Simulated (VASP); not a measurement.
# SiC (Imm2) in VASP: notebook

Runs on SiC. Level: r2SCAN. Tasks: single point.

Everything below comes from runs of VASP 6.6.1. Logs are shortened: lines on timing, memory, paths and dates and some standing lists are left out, and cuts for length are marked.

### Step 1. The cell of the first run

It takes space group Imm2 (No. 44, orthorhombic). Conventional cell: a = 3.075 Å, b = 3.075 Å, c = 4.348 Å, α = 90.00°, β = 90.00°, γ = 90.00°. Si (site symmetry mm2) has 4 C at 1.84 to 1.93 Å within 2.4 Å. Within 2.4 Å of C (site symmetry mm2) lie 4 Si at 1.84 to 1.93 Å.

### Step 2. Single point, r2SCAN (all C atoms moved +0.075 Å, as atom 2 along Cartesian [0 0 1])

File POSCAR:

```
SiC
1.0
    0.0000000000      2.1740000000      2.1740000000
    2.1740000000      0.0000000000      2.1740000000
    2.1740000000      2.1740000000      0.0000000000
Si C
1 1
Direct
    0.0000000000      0.0000000000      0.0000000000
    0.7672493100      0.7672493100      0.7327506900
```

File INCAR.step1:

```
SYSTEM = SiC
PREC = Accurate
ENCUT = 520
ISMEAR = 0
SIGMA = 0.05
LREAL = .False.
LASPH = .True.
NELM = 80
NBANDS = 11
GGA = PE
ALGO = Normal
EDIFF = 1E-4
LWAVE = .True.
LCHARG = .False.
```

File INCAR.step2:

```
SYSTEM = SiC
PREC = Accurate
ENCUT = 520
EDIFF = 1E-6
ISMEAR = 0
SIGMA = 0.05
LREAL = .False.
LASPH = .True.
NELM = 80
ALGO = Normal
ISIF = 2
LWAVE = .False.
LCHARG = .True.
METAGGA = R2SCAN
LMIXTAU = .True.
LELF = .True.
LVHAR = .True.
NBANDS = 11
ISTART = 1
```

File KPOINTS:

```
Automatic mesh
0
Gamma
  12 12 12
  0 0 0
```

Potentials or basis: VASP PAW PBE potentials, release 64 (Si, C).

Command:

```sh
> cat potpaw_PBE.64/Si/POTCAR potpaw_PBE.64/C/POTCAR > POTCAR
> cp INCAR.step1 INCAR
> mpirun -np 1 vasp_std > vasp.out
> cp INCAR.step2 INCAR
> mpirun -np 1 vasp_std > vasp.out
```

OUTCAR:

```text
SYSTEM = SiC
   PREC = Accurate
   ENCUT = 520
   EDIFF = 1E-6
   ISMEAR = 0
   LREAL = .False.
   LASPH = .True.
   NELM = 80
   ISIF = 2
   METAGGA = R2SCAN
   ISTART = 1

 ion  position               nearest neighbor table
   1  0.000  0.000  0.000-   2 1.84   2 1.84   2 1.93   2 1.93
   2  0.767  0.767  0.733-   1 1.84   1 1.84   1 1.93   1 1.93

  LATTYP: Found a face centered cubic cell.
 ALAT       =     4.3480000000

  Lattice vectors:

 A1 = (   0.0000000000,   2.1740000000,   2.1740000000)
 A2 = (   2.1740000000,   0.0000000000,   2.1740000000)
 A3 = (   2.1740000000,   2.1740000000,   0.0000000000)

Analysis of symmetry for initial positions (statically):
=====================================================================
 Subroutine PRICEL returns:
 Original cell was already a primitive cell.

 Routine SETGRP: Setting up the symmetry group for a
 face centered cubic supercell.

 Subroutine GETGRP returns: Found  4 space group operations
 (whereof  4 operations were pure point group operations)
 out of a pool of 48 trial point group operations.

The static configuration has the point symmetry C_2v.

Analysis of symmetry for dynamics (positions and initial velocities):
=====================================================================
 Subroutine PRICEL returns:
 Original cell was already a primitive cell.

 Routine SETGRP: Setting up the symmetry group for a
 face centered cubic supercell.

 Subroutine GETGRP returns: Found  4 space group operations
 (whereof  4 operations were pure point group operations)
 out of a pool of 48 trial point group operations.

The dynamic configuration has the point symmetry C_2v.

 Subroutine INISYM returns: Found  4 space group operations
 (whereof  4 operations are pure point group operations),
 and found     1 'primitive' translations

----------------------------------------------------------------------------------------

                                     Primitive cell

  volume of cell :      20.5498

  direct lattice vectors                    reciprocal lattice vectors
     0.000000000  2.174000000  2.174000000    -0.229990800  0.229990800  0.229990800
     2.174000000  0.000000000  2.174000000     0.229990800 -0.229990800  0.229990800
     2.174000000  2.174000000  0.000000000     0.229990800  0.229990800 -0.229990800

  length of vectors
     3.074500285  3.074500285  3.074500285     0.398355752  0.398355752  0.398355752

  position of ions in fractional coordinates (direct lattice)
     0.000000000  0.000000000  0.000000000
     0.767249310  0.767249310  0.732750690

  ion indices of the primitive-cell ions
   primitive index   ion index
                 1           1
                 2           2

----------------------------------------------------------------------------------------

 KPOINTS: Automatic mesh

Automatic generation of k-mesh.
 Grid dimensions read from file:
 generate k-points for:   12   12   12

 Generating k-lattice:

  Cartesian coordinates                     Fractional coordinates (reciprocal lattice)
    -0.019165900  0.019165900  0.019165900     0.083333333  0.000000000  0.000000000
     0.019165900 -0.019165900  0.019165900     0.000000000  0.083333333  0.000000000
     0.019165900  0.019165900 -0.019165900     0.000000000  0.000000000  0.083333333

  Length of vectors
     0.033196313  0.033196313  0.033196313

  Shift w.r.t. Gamma in fractional coordinates (k-lattice)
     0.000000000  0.000000000  0.000000000

 Subroutine IBZKPT returns following result:
 ===========================================

 Found    280 irreducible k-points:

 Following reciprocal coordinates:
            Coordinates               Weight
  0.000000  0.000000  0.000000      1.000000
  0.083333  0.000000  0.000000      4.000000
  0.000000  0.000000  0.083333      4.000000
  0.166667  0.000000  0.000000      4.000000
  0.000000  0.000000  0.166667      4.000000
  0.250000  0.000000  0.000000      4.000000
[... 16 lines left out ...]
  0.083333  0.083333 -0.166667      4.000000
  0.333333  0.083333  0.000000      4.000000
 [... further k-points ...]
   k-points           NKPTS =    280   k-points in BZ     NKDIM =    280   number of bands    NBANDS=     11
   number of dos      NEDOS =    301   number of ions     NIONS =      2
   total plane-waves  NPLWV =  13824
   dimension x,y,z NGX =    24 NGY =   24 NGZ =   24
   dimension x,y,z NGXF=    48 NGYF=   48 NGZF=   48
   ions per type =               1   1
   NGX,Y,Z   is equivalent  to a cutoff of  12.98, 12.98, 12.98 a.u.
   NGXF,Y,Z  is equivalent  to a cutoff of  25.95, 25.95, 25.95 a.u.
 SYSTEM =  SiC
   PREC   = accura    normal or accurate (medium, high low for compatibility)
   ISTART =      1    job   : 0-new  1-cont  2-samecut
   ICHARG =      0    charge: 1-file 2-atom 10-const
   ISPIN  =      1    spin polarized calculation?
   LNONCOLLINEAR =      F non collinear calculations
   LSORBIT =      F    spin-orbit coupling
   LASPH  =      T    aspherical Exc in radial PAW
   ENCUT  =  520.0 eV  38.22 Ry    6.18 a.u.   5.72  5.72  5.72*2*pi/ulx,y,z
   NELM   =     80;   NELMIN=  2; NELMDL=  0     # of ELM steps
   EDIFF  = 0.1E-05   stopping-criterion for ELM
   LREAL  =      F    real-space projection
   EDIFFG = 0.1E-04   stopping-criterion for IOM
   NSW    =      0    number of steps for IOM
   IBRION =     -1    ionic relax: 0-MD 1-quasi-New 2-CG
   NFREE  =      0    steps in history (QN), initial steepest desc. (CG)
   ISIF   =      2    stress and relaxation
   ISYM   =      2    0-nonsym 1-usesym 2-fastsym
   POTIM  = 0.5000    time-step for ionic-motion
   TEBEG  =    0.0;   TEEND  =   0.0 temperature during run
   PSTRESS=    0.0 pullay stress
   NELECT =       8.0000    total number of electrons
   NUPDOWN=      -1.0000    fix difference up-down
   EMIN   =  10.00;   EMAX   =-10.00  energy-range for DOS
   EFERMI =   0.00;   METHOD = LEGACY
   ISMEAR =     0;   SIGMA  =   0.05  broadening in eV -4-tet -1-fermi 0-gaus
   EFERMI_NEDOS =   21; number of points for ismear=-14 and -15
   IALGO  =     38    algorithm
   IMIX   =      4    mixing-type and parameters
     AMIX     =   0.40;   BMIX     =  1.00
     AMIX_MAG =   1.60;   BMIX_MAG =  1.00
  volume/ion in A,a.u.               =      10.27        69.34
  Fermi-wavevector in a.u.,A,eV,Ry     =   1.195369  2.258920 19.441458  1.428907
  Thomas-Fermi vector in A             =   2.331336
   LORBIT       =      0    0 simple, 1 ext, 2 COOP (PROOUT), +10 PAW based schemes
   METAGGA = R2SCAN    functional components
   LHFCALC =     F    Hartree Fock is set to
   AEXX    =    0.0000 exact exchange contribution
   IVDW    =     0    specifies the selected vdW correction
   LEPSILON=     F    determine dielectric tensor
   LRPA    =     F    only Hartree local field effects (RPA)
 non-spin polarized calculation
 Gauss-broadening in eV      SIGMA  =   0.05
  energy-cutoff  :      520.00
  volume of cell :       20.55
 maximum number of plane-waves:       568
   NGX = 11   NGY = 11   NGZ = 11

 number of electron       8.0000001 magnetization

 Free energy of the ion-electron system (eV)
  ---------------------------------------------------
  ext. energy  EPLUGINS =         0.00000000
  ---------------------------------------------------
  free energy    TOTEN  =       -19.27083482 eV

  energy without entropy =      -19.27083482  energy(sigma->0) =      -19.27083482

 E-fermi :   8.7263     XC(G=0): -11.9655

 val. band max:        8.4149071993   @ k =   0.0000   0.0000   0.0000
 cond. band min:       9.7623977301   @ k =   0.0000   0.5000   0.5000
 fundamental gap:      1.3474905309
 Fermi energy:         8.7262716311

 k-point     1 :       0.0000    0.0000    0.0000
  band No.  band energies     occupation
      1      -8.1795      2.00000
      2       7.6650      2.00000
      3       8.0710      2.00000
      4       8.4149      2.00000
      5      14.9504      0.00000
      6      15.8222      0.00000
      7      15.9563      0.00000
      8      16.1345      0.00000
      9      23.2990      0.00000
     10      23.3074      0.00000
     11      25.9051      0.00000

 k-point     2 :       0.0833    0.0000    0.0000
  band No.  band energies     occupation
      1      -8.0387      2.00000
      2       7.4656      2.00000
      3       7.5731      2.00000
      4       8.1362      2.00000
      5      15.2131      0.00000
      6      15.9380      0.00000
      7      16.2007      0.00000
      8      16.3207      0.00000
      9      22.6222      0.00000
     10      22.6233      0.00000
     11      25.5035      0.00000

 k-point     3 :       0.0000    0.0000    0.0833
  band No.  band energies     occupation
      1      -8.0376      2.00000
      2       7.0348      2.00000
      3       7.8801      2.00000
      4       8.3088      2.00000
      5      15.1577      0.00000
      6      16.0098      0.00000
      7      16.0864      0.00000
      8      16.4106      0.00000
      9      22.4930      0.00000
     10      22.5498      0.00000
     11      25.7506      0.00000

 k-point     4 :       0.1667    0.0000    0.0000
  band No.  band energies     occupation
      1      -7.6212      2.00000
      2       5.7326      2.00000
      3       7.3428      2.00000
      4       7.8699      2.00000
      5      15.0240      0.00000
      6      16.3059      0.00000
      7      16.6886      0.00000
      8      17.1853      0.00000
      9      21.8431      0.00000
     10      21.9524      0.00000
     11      24.6838      0.00000

 k-point     5 :       0.0000    0.0000    0.1667
  band No.  band energies     occupation
      1      -7.6160      2.00000
      2       5.4000      2.00000
      3       7.5974      2.00000
      4       8.0482      2.00000
      5      15.0153      0.00000
      6      16.3613      0.00000
      7      16.6658      0.00000
      8      17.2308      0.00000
      9      21.6568      0.00000
     10      21.6788      0.00000
     11      24.9584      0.00000
[... 211 lines left out ...]
 k-point    21 :       0.0000    0.2500    0.0833
  band No.  band energies     occupation
      1      -7.0749      2.00000
      2       4.4214      2.00000
      3       6.8738      2.00000
      4       7.2837      2.00000
      5      14.7454      0.00000
      6      16.3920      0.00000
      7      17.1575      0.00000
      8      17.6055      0.00000
      9      20.8887      0.00000
     10      23.4028      0.00000
     11      25.1858      0.00000

 k-point    22 :       0.0833    0.0000    0.2500
  band No.  band energies     occupation
      1      -7.0637      2.00000
      2       4.1000      2.00000
      3       6.9609      2.00000
      4       7.6435      2.00000
      5      14.7917      0.00000
      6      16.1213      0.00000
      7      17.4403      0.00000
      8      17.7774      0.00000
      9      20.6143      0.00000
     10      22.9522      0.00000
     11      25.4239      0.00000

 k-point    23 :       0.0833    0.0833   -0.1667
  band No.  band energies     occupation
      1      -7.0660      2.00000
      2       4.1546      2.00000
      3       7.1972      2.00000
      4       7.3009      2.00000
      5      14.7973      0.00000
      6      16.4529      0.00000
      7      17.2172      0.00000
      8      17.5777      0.00000
      9      20.6897      0.00000
     10      23.0897      0.00000
     11      25.4608      0.00000

 k-point    24 :       0.3333    0.0833    0.0000
  band No.  band energies     occupation
      1      -6.2494      2.00000
      2       2.4178      2.00000
      3       6.4713      2.00000
      4       7.1787      2.00000
      5      14.4481      0.00000
      6      15.8658      0.00000
      7      17.2536      0.00000
      8      18.5363      0.00000
      9      21.8433      0.00000
     10      24.1375      0.00000
     11      25.1053      0.00000

 [... further k-points ...]
[... 5 lines left out ...]
  --------------------------------------------------------------------------------------
  -------------------------------------------------------------------------------------
  Total        0.2799641      0.2799641      0.1432254      0.5950809      0.0000000      0.0000000
  in kB       21.8275188     21.8275188     11.1666257     46.3957234      0.0000000      0.0000000
  external PRESSURE =      18.2738877 kB  Pullay stress =       0.0000000 kB

 VOLUME and BASIS-vectors are now :
 -----------------------------------------------------------------------------
  energy-cutoff  :      520.00
  volume of cell :       20.55
      direct lattice vectors                 reciprocal lattice vectors
     0.000000000  2.174000000  2.174000000    -0.229990800  0.229990800  0.229990800
     2.174000000  0.000000000  2.174000000     0.229990800 -0.229990800  0.229990800
     2.174000000  2.174000000  0.000000000     0.229990800  0.229990800 -0.229990800

 POSITION                                       TOTAL-FORCE (eV/Angst)
 -----------------------------------------------------------------------------------
      0.00000      0.00000      0.00000         0.000000      0.000000      1.484386
      3.26100      3.26100      3.33600         0.000000      0.000000     -1.484386
 -----------------------------------------------------------------------------------
    total drift:                                0.000001      0.000001      0.000232

  FREE ENERGIE OF THE ION-ELECTRON SYSTEM (eV)
  ---------------------------------------------------
  free  energy   TOTEN  =       -19.2708348247 eV

  energy  without entropy=      -19.2708348247  energy(sigma->0) =      -19.27083482
```

Wall time 1.8 min (1 thread of Intel Xeon Platinum 8259CL at 2.50GHz (Skylake/Cascade Lake), shared host); peak memory 0.18 GiB.

Results:

```
Free energy            : -19.2708 eV
Pressure               : 1.8 GPa
Largest force          : 1.484 eV/Å
Band gap on the k mesh : 1.35 eV, indirect (least direct gap 4.87 eV)
```

Forces on the atoms (eV/Å):
```
Si   0.000  0.000  1.484
C    0.000  0.000 -1.484
```

Caveat: the cell differs from its parent crystal (all C atoms moved +0.075 Å, as atom 2 along Cartesian [0 0 1]); the PAW data sets were made with another functional, which shifts forces and pressure a little. A k mesh can miss the band edges.

### Step 3. Single point, r2SCAN (all C atoms moved +0.113 Å, as atom 2 along Cartesian [0 0 1])

Changes to POSCAR since step 2:

```diff
@@ -9,2 +9,2 @@
     0.0000000000      0.0000000000      0.0000000000
-    0.7672493100      0.7672493100      0.7327506900
+    0.7758739650      0.7758739650      0.7241260350
```

File INCAR.step1:

```
PREC = Accurate
ENCUT = 520
ISMEAR = 0
SIGMA = 0.05
LREAL = F
LASPH = T
NELM = 100
NBANDS = 11
GGA = PE
ALGO = Normal
EDIFF = 1E-4
LWAVE = T
LCHARG = F
```

File INCAR.step2:

```
PREC = Accurate
ENCUT = 520
EDIFF = 1E-7
ISMEAR = 0
SIGMA = 0.05
LREAL = F
LASPH = T
NELM = 100
ALGO = Normal
ISIF = 2
LWAVE = F
LCHARG = F
METAGGA = R2SCAN
LMIXTAU = T
NBANDS = 11
ISTART = 1
```

File KPOINTS:

```
Automatic mesh
0
Gamma
  12 12 12
```

Potentials or basis: VASP PAW PBE potentials, release 64 (Si, C).

Command:

```sh
> cat potpaw_PBE.64/Si/POTCAR potpaw_PBE.64/C/POTCAR > POTCAR
> cp INCAR.step1 INCAR
> mpirun -np 1 vasp_std > vasp.out
> cp INCAR.step2 INCAR
> mpirun -np 1 vasp_std > vasp.out
```

It took 2.3 min on 1 thread of Intel Xeon Platinum 8259CL at 2.50GHz (Skylake/Cascade Lake), shared host; peak memory 0.18 GiB.

It converged, with:

```yaml
Free_energy: -19.2016 eV
Pressure: 2.7 GPa
Largest_force: 2.207 eV/Å
Band_gap_on_the_k_mesh: 1.17 eV, indirect (least direct gap 4.78 eV)
```

Forces on the atoms (eV/Å):
```
Si   0.000  0.000  2.207
C    0.000  0.000 -2.207
```

Stress tensor (GPa, compression positive):
```
3.46 7.01 0.00
7.01 3.46 0.00
0.00 0.00 1.07
```

Levels at points of the mesh, in eV from the valence-band top:
| k point | band 2 | band 3 | band 4 | band 5 | band 6 | band 7 |
| --- | --- | --- | --- | --- | --- | --- |
| (0.00, 0.00, 0.00) | -1.12 | -0.49 | 0.00 | 6.34 | 7.20 | 7.38 |
| (0.50, 0.00, 0.00) | -9.15 | -2.14 | -1.35 | 5.49 | 6.76 | 7.58 |
| (0.00, 0.00, 0.50) | -9.60 | -1.84 | -1.17 | 5.48 | 6.93 | 7.81 |
| (0.50, 0.50, 0.00) | -8.55 | -4.19 | -3.60 | 1.19 | 4.36 | 14.67 |
| (0.00, 0.50, 0.50) | -8.62 | -3.83 | -3.82 | 1.17 | 4.25 | 14.67 |

Caveat: the cell differs from its parent crystal (all C atoms moved +0.113 Å, as atom 2 along Cartesian [0 0 1]); the PAW data sets were made with another functional, which shifts forces and pressure a little.

### Step 4. Single point, r2SCAN (all C atoms moved +0.037 Å, as atom 2 along Cartesian [0 0 1])

Changes to POSCAR since step 3:

```diff
@@ -9,2 +9,2 @@
     0.0000000000      0.0000000000      0.0000000000
-    0.7758739650      0.7758739650      0.7241260350
+    0.7586246550      0.7586246550      0.7413753450
```

File INCAR.step1:

```
SYSTEM = SiC
  PREC = Accurate
  ENCUT = 520
  ISMEAR = 0
  SIGMA = 0.05
  LREAL = .False.
  LASPH = .True.
  NELM = 60
  NBANDS = 11
  GGA = PE
  ALGO = Normal
  EDIFF = 1E-4
  LWAVE = .True.
  LCHARG = .False.
```

File INCAR.step2:

```
SYSTEM = SiC
  PREC = Accurate
  ENCUT = 520
  EDIFF = 1E-6
  ISMEAR = 0
  SIGMA = 0.05
  LREAL = .False.
  LASPH = .True.
  NELM = 60
  ALGO = Normal
  ISIF = 2
  LWAVE = .False.
  LCHARG = .False.
  METAGGA = R2SCAN
  LMIXTAU = .True.
  NBANDS = 11
  ISTART = 1
```

File KPOINTS:

```
Automatic mesh
0
Gamma
  12 12 12
  0 0 0
```

Command:

```sh
> cat potpaw_PBE.64/Si/POTCAR potpaw_PBE.64/C/POTCAR > POTCAR
> cp INCAR.step1 INCAR
> mpirun -np 1 vasp_std > vasp.out
> cp INCAR.step2 INCAR
> mpirun -np 1 vasp_std > vasp.out
```

Wall time 1.9 min (1 thread of Intel Xeon Platinum 8259CL at 2.50GHz (Skylake/Cascade Lake), shared host); peak memory 0.18 GiB.

The run converged. Its results:

```
Free energy            : -19.3127 eV
Pressure               : 1.3 GPa
Largest force          : 0.746 eV/Å
Band gap on the k mesh : 1.53 eV, indirect (least direct gap 4.97 eV)
```

Forces on the atoms (eV/Å):
```
Si   0.000  0.000  0.746
C    0.000  0.000 -0.746
```

Stress tensor (GPa, compression positive):
```
1.40 2.31 0.00
2.31 1.40 0.00
0.00 0.00 1.14
```

Levels at points of the mesh, in eV from the valence-band top:
```tsv
k point	band 1	band 2	band 3	band 4	band 5	band 6	band 7	band 8	band 9
(0.00, 0.00, 0.00)	-16.42	-0.38	-0.18	0.00	6.73	7.64	7.72	7.80	15.06
(0.50, 0.00, 0.00)	-12.80	-8.96	-1.46	-1.21	5.87	7.42	7.70	10.81	17.33
(0.00, 0.00, 0.50)	-12.74	-9.12	-1.37	-1.13	5.87	7.49	7.78	10.80	17.27
(0.50, 0.50, 0.00)	-11.30	-8.25	-3.63	-3.43	1.53	4.67	15.02	15.04	15.89
(0.00, 0.50, 0.50)	-11.30	-8.26	-3.53	-3.53	1.53	4.66	15.03	15.04	15.90
```

Caveat: the cell differs from its parent crystal (all C atoms moved +0.037 Å, as atom 2 along Cartesian [0 0 1]); the PAW data sets were made with another functional, which shifts forces and pressure a little.
